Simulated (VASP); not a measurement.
# Fe (P6_3/mmc) in VASP: further runs

Fe is run at these levels: PBE, PBEsol; tasks: single point.

Everything below comes from runs of VASP 6.6.1. Logs are shortened: lines on timing, memory, paths and dates and some standing lists are left out, and cuts for length are marked.

### Step 1. The cell of the first run

The structure is hexagonal, space group P6_3/mmc (No. 194). Conventional cell: a = 2.434 Å, b = 2.434 Å, c = 3.842 Å, α = 90.00°, β = 90.00°, γ = 120.00°. Fe (site symmetry -6m2) has 12 Fe at 2.38 to 2.43 Å within 3.1 Å.

### Step 2. Single point, PBE, collinear spin, ferromagnetic start

File INCAR:

```
ALGO     = Normal         # electronic algorithm
EDIFF    = 1E-7           # SCF threshold, eV
ENCUT    = 520            # plane-wave cutoff, eV
GGA      = PE             # functional
ISIF     = 2              # what is computed and relaxed
ISMEAR   = -1             # smearing method
ISPIN    = 2              # spin polarisation
LASPH    = True           # aspherical terms in the spheres
LCHARG   = True           # write CHGCAR
LELF     = True           # ELF
LMAXMIX  = 4              # l up to which the mixer works
LORBIT   = 11             # projections on sites
LREAL    = False          # projectors in reciprocal space
LVHAR    = True         
LWAVE    = False          # write WAVECAR
MAGMOM   = 6 6            # initial moments
NBANDS   = 19             # bands
NELM     = 150            # most SCF steps
NUPDOWN  = 12.0           # fixed moment
PREC     = Accurate       # precision mode
SIGMA    = 0.05           # smearing width, eV
```

File KPOINTS:

```
k-points
0
Gamma
  10 10 6
```

File POSCAR:

```
Fe
1.0
    2.4341575853      0.0000000000      0.0000000000
   -1.2170787927      2.1080423057      0.0000000000
    0.0000000000      0.0000000000      3.8419344700
Fe
2
Direct
    0.6666666667      0.3333333333      0.7500000000
    0.3333333333      0.6666666667      0.2500000000
```

Potentials or basis: VASP PAW PBE potentials, release 64 (Fe).

Launch:

```console
cat potpaw_PBE.64/Fe/POTCAR > POTCAR
mpirun -np 1 vasp_std > vasp.out
```

OUTCAR:

```text
EDIFF = 1E-7
   ENCUT = 520
   GGA = PE
   ISIF = 2
   ISMEAR = -1
   ISPIN = 2
   LASPH = True
   LORBIT = 11
   LREAL = False
   NELM = 150
   NUPDOWN = 12.0
   PREC = Accurate

 ion  position               nearest neighbor table
   1  0.667  0.333  0.750-   2 2.38   2 2.38   2 2.38   2 2.38   2 2.38   2 2.38
   2  0.333  0.667  0.250-   1 2.38   1 2.38   1 2.38   1 2.38   1 2.38   1 2.38

  LATTYP: Found a hexagonal cell.
 ALAT       =     2.4341575853
 C/A-ratio  =     1.5783425417

  Lattice vectors:

 A1 = (   2.4341575853,   0.0000000000,   0.0000000000)
 A2 = (  -1.2170787927,   2.1080423057,   0.0000000000)
 A3 = (   0.0000000000,   0.0000000000,   3.8419344700)

Analysis of symmetry for initial positions (statically):
=====================================================================
 Subroutine PRICEL returns:
 Original cell was already a primitive cell.

 Routine SETGRP: Setting up the symmetry group for a
 hexagonal supercell.

 Subroutine GETGRP returns: Found 24 space group operations
 (whereof 12 operations were pure point group operations)
 out of a pool of 24 trial point group operations.

The static configuration has the point symmetry D_3d.
 The point group associated with its full space group is D_6h.

Analysis of symmetry for dynamics (positions and initial velocities):
=====================================================================
 Subroutine PRICEL returns:
 Original cell was already a primitive cell.

 Routine SETGRP: Setting up the symmetry group for a
 hexagonal supercell.

 Subroutine GETGRP returns: Found 24 space group operations
 (whereof 12 operations were pure point group operations)
 out of a pool of 24 trial point group operations.

The dynamic configuration has the point symmetry D_3d.
 The point group associated with its full space group is D_6h.

Analysis of structural, dynamic, and magnetic symmetry:
=====================================================================
 Subroutine PRICEL returns:
 Original cell was already a primitive cell.

 Routine SETGRP: Setting up the symmetry group for a
 hexagonal supercell.

 Subroutine GETGRP returns: Found 24 space group operations
 (whereof 12 operations were pure point group operations)
 out of a pool of 24 trial point group operations.

The overall configuration has the point symmetry D_3d.
 The point group associated with its full space group is D_6h.

 Subroutine INISYM returns: Found 24 space group operations
 (whereof 12 operations are pure point group operations),
 and found     1 'primitive' translations

----------------------------------------------------------------------------------------

                                     Primitive cell

  volume of cell :      19.7141

  direct lattice vectors                    reciprocal lattice vectors
     2.434157585  0.000000000  0.000000000     0.410819746  0.237186891  0.000000000
    -1.217078793  2.108042306  0.000000000     0.000000000  0.474373781  0.000000000
     0.000000000  0.000000000  3.841934470     0.000000000  0.000000000  0.260285543

  length of vectors
     2.434157585  2.434157585  3.841934470     0.474373781  0.474373781  0.260285543

  position of ions in fractional coordinates (direct lattice)
     0.666666667  0.333333333  0.750000000
     0.333333333  0.666666667  0.250000000

  ion indices of the primitive-cell ions
   primitive index   ion index
                 1           1
                 2           2

----------------------------------------------------------------------------------------

 KPOINTS: k-points

Automatic generation of k-mesh.
 Grid dimensions read from file:
 generate k-points for:   10   10    6

 Generating k-lattice:

  Cartesian coordinates                     Fractional coordinates (reciprocal lattice)
     0.041081975  0.023718689  0.000000000     0.100000000  0.000000000  0.000000000
     0.000000000  0.047437378  0.000000000     0.000000000  0.100000000  0.000000000
     0.000000000  0.000000000  0.043380924     0.000000000  0.000000000  0.166666667

  Length of vectors
     0.047437378  0.047437378  0.043380924

  Shift w.r.t. Gamma in fractional coordinates (k-lattice)
     0.000000000  0.000000000  0.000000000

 Subroutine IBZKPT returns following result:
 ===========================================

 Found     56 irreducible k-points:

 Following reciprocal coordinates:
            Coordinates               Weight
  0.000000  0.000000  0.000000      1.000000
  0.100000 -0.000000  0.000000      6.000000
  0.200000 -0.000000  0.000000      6.000000
  0.300000  0.000000  0.000000      6.000000
  0.400000  0.000000  0.000000      6.000000
  0.500000  0.000000  0.000000      3.000000
[... 16 lines left out ...]
  0.300000  0.100000  0.166667     24.000000
  0.400000  0.100000  0.166667     24.000000
 [... further k-points ...]
   k-points           NKPTS =     56   k-points in BZ     NKDIM =     56   number of bands    NBANDS=     19
   number of dos      NEDOS =    301   number of ions     NIONS =      2
   total plane-waves  NPLWV =   9720
   dimension x,y,z NGX =    18 NGY =   18 NGZ =   30
   dimension x,y,z NGXF=    36 NGYF=   36 NGZF=   60
   ions per type =               2
   NGX,Y,Z   is equivalent  to a cutoff of  12.29, 12.29, 12.98 a.u.
   NGXF,Y,Z  is equivalent  to a cutoff of  24.59, 24.59, 25.96 a.u.
 SYSTEM =  unknown system
   PREC   = accura    normal or accurate (medium, high low for compatibility)
   ISTART =      0    job   : 0-new  1-cont  2-samecut
   ICHARG =      2    charge: 1-file 2-atom 10-const
   ISPIN  =      2    spin polarized calculation?
   LNONCOLLINEAR =      F non collinear calculations
   LSORBIT =      F    spin-orbit coupling
   LASPH  =      T    aspherical Exc in radial PAW
   ENCUT  =  520.0 eV  38.22 Ry    6.18 a.u.   4.53  4.53  7.14*2*pi/ulx,y,z
   NELM   =    150;   NELMIN=  2; NELMDL= -5     # of ELM steps
   EDIFF  = 0.1E-06   stopping-criterion for ELM
   LREAL  =      F    real-space projection
   EDIFFG = 0.1E-05   stopping-criterion for IOM
   NSW    =      0    number of steps for IOM
   IBRION =     -1    ionic relax: 0-MD 1-quasi-New 2-CG
   NFREE  =      0    steps in history (QN), initial steepest desc. (CG)
   ISIF   =      2    stress and relaxation
   ISYM   =      2    0-nonsym 1-usesym 2-fastsym
   POTIM  = 0.5000    time-step for ionic-motion
   TEBEG  =    0.0;   TEEND  =   0.0 temperature during run
   PSTRESS=    0.0 pullay stress
   NELECT =      16.0000    total number of electrons
   NUPDOWN=      12.0000    fix difference up-down
   EMIN   =  10.00;   EMAX   =-10.00  energy-range for DOS
   EFERMI =   0.00;   METHOD = LEGACY
   ISMEAR =    -1;   SIGMA  =   0.05  broadening in eV -4-tet -1-fermi 0-gaus
   EFERMI_NEDOS =   21; number of points for ismear=-14 and -15
   IALGO  =     38    algorithm
   IMIX   =      4    mixing-type and parameters
     AMIX     =   0.40;   BMIX     =  1.00
     AMIX_MAG =   1.60;   BMIX_MAG =  1.00
  volume/ion in A,a.u.               =       9.86        66.52
  Fermi-wavevector in a.u.,A,eV,Ry     =   1.527058  2.885721 31.727505  2.331906
  Thomas-Fermi vector in A             =   2.635006
   LORBIT       =     11    0 simple, 1 ext, 2 COOP (PROOUT), +10 PAW based schemes
   GGA     = PE    functional components
   LHFCALC =     F    Hartree Fock is set to
   AEXX    =    0.0000 exact exchange contribution
   IVDW    =     0    specifies the selected vdW correction
   LEPSILON=     F    determine dielectric tensor
   LRPA    =     F    only Hartree local field effects (RPA)
 spin polarized calculation
  energy-cutoff  :      520.00
  volume of cell :       19.71
 maximum number of plane-waves:       546
   NGX =  9   NGY =  9   NGZ = 15

 number of electron      16.0000008 magnetization      12.0000007

 Free energy of the ion-electron system (eV)
  ---------------------------------------------------
  ext. energy  EPLUGINS =         0.00000000
  ---------------------------------------------------
  free energy    TOTEN  =        12.87725121 eV

  energy without entropy =       12.89189648  energy(sigma->0) =       12.88457385

 E-fermi :   5.7319     XC(G=0): -13.7243

 val. band max:       20.2835634209   @ k =   0.5000   0.0000   0.0000
 cond. band min:       5.7594732794   @ k =   0.3000   0.1000   0.1667
 fundamental gap:    -14.5240901415
 Fermi energy:        20.3058021980

 spin component 1

 k-point     1 :       0.0000    0.0000    0.0000
  band No.  band energies     occupation
      1      -3.1773      1.00000
      2       0.1010      1.00000
      3       3.0624      1.00000
      4       3.0624      1.00000
      5       3.1797      1.00000
      6       3.4956      1.00000
[... 11 lines left out ...]
     18      32.8087      0.00000
     19      33.3534      0.00000

 k-point     2 :       0.1000   -0.0000    0.0000
  band No.  band energies     occupation
      1      -2.8026      1.00000
      2       0.3189      1.00000
      3       2.7176      1.00000
      4       3.2643      1.00000
      5       3.3849      1.00000
      6       3.4994      1.00000
[... 11 lines left out ...]
     18      33.2157      0.00000
     19      33.9212      0.00000

 k-point     3 :       0.2000   -0.0000    0.0000
  band No.  band energies     occupation
      1      -1.7649      1.00000
      2       0.7700      1.00000
      3       2.3107      1.00000
      4       2.5729      1.00000
      5       3.2220      1.00000
      6       3.4091      1.00000
[... 434 lines left out ...]
      1       0.2608      1.00000
      2       0.9934      1.00000
      3       1.4015      1.00000
      4       2.1006      1.00000
      5       2.9439      1.00000
      6       3.3885      1.00000
[... 11 lines left out ...]
     18      27.8138      0.00000
     19      33.0302      0.00000

 k-point    24 :       0.4000    0.1000    0.1667
  band No.  band energies     occupation
      1       0.3647      1.00000
      2       0.6981      1.00000
      3       1.4969      1.00000
      4       2.1121      1.00000
      5       2.8175      1.00000
      6       3.7204      1.00000
[... 11 lines left out ...]
     18      26.7638      0.00000
     19      32.1375      0.00000

 [... further k-points ...]

 spin component 2

 k-point     1 :       0.0000    0.0000    0.0000
  band No.  band energies     occupation
      1       0.4565      1.00000
      2       4.5028      1.00000
      3       7.9251      0.00000
      4       7.9251      0.00000
      5       8.1051      0.00000
      6       8.4312      0.00000
[... 11 lines left out ...]
     18      36.4624      0.00000
     19      37.3190      0.00000

 k-point     2 :       0.1000   -0.0000    0.0000
  band No.  band energies     occupation
      1       0.8354      1.00000
      2       4.7436      1.00000
      3       7.5422      0.00000
      4       8.1442      0.00000
      5       8.3005      0.00000
      6       8.3227      0.00000
[... 11 lines left out ...]
     18      36.9340      0.00000
     19      37.3035      0.00000

 k-point     3 :       0.2000   -0.0000    0.0000
  band No.  band energies     occupation
      1       1.8978      1.00000
      2       5.2642      0.99991
      3       7.0322      0.00000
      4       7.0518      0.00000
      5       8.0865      0.00000
      6       8.2681      0.00000
[... 434 lines left out ...]
      1       4.2987      1.00000
      2       5.5204      0.98566
      3       5.7595      0.36574
      4       6.6762      0.00000
      5       7.7027      0.00000
      6       8.1802      0.00000
[... 11 lines left out ...]
     18      31.8777      0.00000
     19      36.8715      0.00000

 k-point    24 :       0.4000    0.1000    0.1667
  band No.  band energies     occupation
      1       4.7014      1.00000
      2       5.1983      0.99998
      3       5.9147      0.02521
      4       6.5810      0.00000
      5       7.5907      0.00000
      6       8.5502      0.00000
[... 11 lines left out ...]
     18      30.6491      0.00000
     19      35.9463      0.00000

 [... further k-points ...]
[... 5 lines left out ...]
  --------------------------------------------------------------------------------------
  -------------------------------------------------------------------------------------
  Total       43.5292008     43.5292008     45.9271415     -0.0000000      0.0000000      0.0000000
  in kB     3537.6373420   3537.6373420   3732.5190429     -0.0000001      0.0000000      0.0000000
  external PRESSURE =    3602.5979090 kB  Pullay stress =       0.0000000 kB

 VOLUME and BASIS-vectors are now :
 -----------------------------------------------------------------------------
  energy-cutoff  :      520.00
  volume of cell :       19.71
      direct lattice vectors                 reciprocal lattice vectors
     2.434157585  0.000000000  0.000000000     0.410819746  0.237186891  0.000000000
    -1.217078793  2.108042306  0.000000000     0.000000000  0.474373781  0.000000000
     0.000000000  0.000000000  3.841934470     0.000000000  0.000000000  0.260285543

 POSITION                                       TOTAL-FORCE (eV/Angst)
 -----------------------------------------------------------------------------------
      1.21708      0.70268      2.88145        -0.000000      0.000000      0.000000
     -0.00000      1.40536      0.96048         0.000000     -0.000000      0.000000
 -----------------------------------------------------------------------------------
    total drift:                                0.000000     -0.000000     -0.000000

  FREE ENERGIE OF THE ION-ELECTRON SYSTEM (eV)
  ---------------------------------------------------
  free  energy   TOTEN  =        12.8772512119 eV

  energy  without entropy=       12.8918964827  energy(sigma->0) =       12.88457385

 total charge

# of ion       s       p       d       tot
------------------------------------------
    1        0.764   1.036   5.816   7.616
    2        0.764   1.036   5.816   7.616
--------------------------------------------------
tot          1.528   2.072  11.631  15.232

 magnetization (x)

# of ion       s       p       d       tot
------------------------------------------
    1        0.286   0.824   4.668   5.778
    2        0.286   0.824   4.668   5.778
--------------------------------------------------
tot          0.572   1.648   9.335  11.556
```

It took 20 s on 1 thread of Intel Xeon 6975P-C (Granite Rapids), shared host; peak memory 0.15 GiB.

Results:

| Property | Result |
| --- | --- |
| Free energy | 12.8773 eV |
| Pressure | 360.3 GPa |
| Net moment | 12.00 μB per cell |
| Site moments | Fe +5.78 μB |
| Valence electrons inside the program's atomic spheres | Fe 7.62 |

Stress tensor (GPa, compression positive):
```
353.76   0.00   0.00
  0.00 353.76   0.00
  0.00   0.00 373.25
```

Caveat: the total moment is fixed, so each spin has its own Fermi level.

[end of part 1 of 2]
